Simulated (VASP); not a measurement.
Input of a VASP 6.6.1 run:

The input INCAR:

```
SYSTEM = TcAs2
ALGO = Normal
EDIFF = 1E-7
EDIFFG = -0.02
ENCUT = 500
GGA = PS
GGA_COMPAT = .False.
IBRION = 2
ISIF = 3
ISMEAR = -1
LASPH = .True.
LCHARG = .False.
LREAL = .False.
LWAVE = .False.
NELM = 120
NELMIN = 4
NSW = 50
PREC = Accurate
SIGMA = 0.1
```

Contents of KPOINTS:

```
k-points
0
Gamma
  6 6 6
  0 0 0
```

Contents of POSCAR:

```
TcAs2
1.0
    0.0000000000      2.9850000000      2.9850000000
    2.9850000000      0.0000000000      2.9850000000
    2.9850000000      2.9850000000      0.0000000000
Tc As
1 2
Direct
    0.0000000000      0.0000000000      0.0000000000
    0.2500000000      0.2500000000      0.2500000000
    0.7500000000      0.7500000000      0.7500000000
```

Potentials or basis: VASP PAW PBE potentials, release 64 (Tc_pv, As).

Run with:

```bash
$ cat potpaw_PBE.64/Tc_pv/POTCAR potpaw_PBE.64/As/POTCAR > POTCAR
$ mpirun -np 1 vasp_std > vasp.out
```

Problem. Predict the relaxed volume.

Solution. 17.49 Å³/atom.

Problem. Predict the space group after relaxing (to 0.1 Å).

Solution. Fm-3m (No. 225).

Final structure:
```yaml
crystal:
  lattice:
    - [0.00000, 2.97129, 2.97129]
    - [2.97129, 0.00000, 2.97129]
    - [2.97129, 2.97129, 0.00000]
  atoms:
    - { symbol: Tc, position: [0.00000, 0.00000, 0.00000] }
    - { symbol: As, position: [0.25000, 0.25000, 0.25000] }
    - { symbol: As, position: [0.75000, 0.75000, 0.75000] }
```

Caveat: the PAW data sets were made with another functional, which shifts forces and pressure a little.
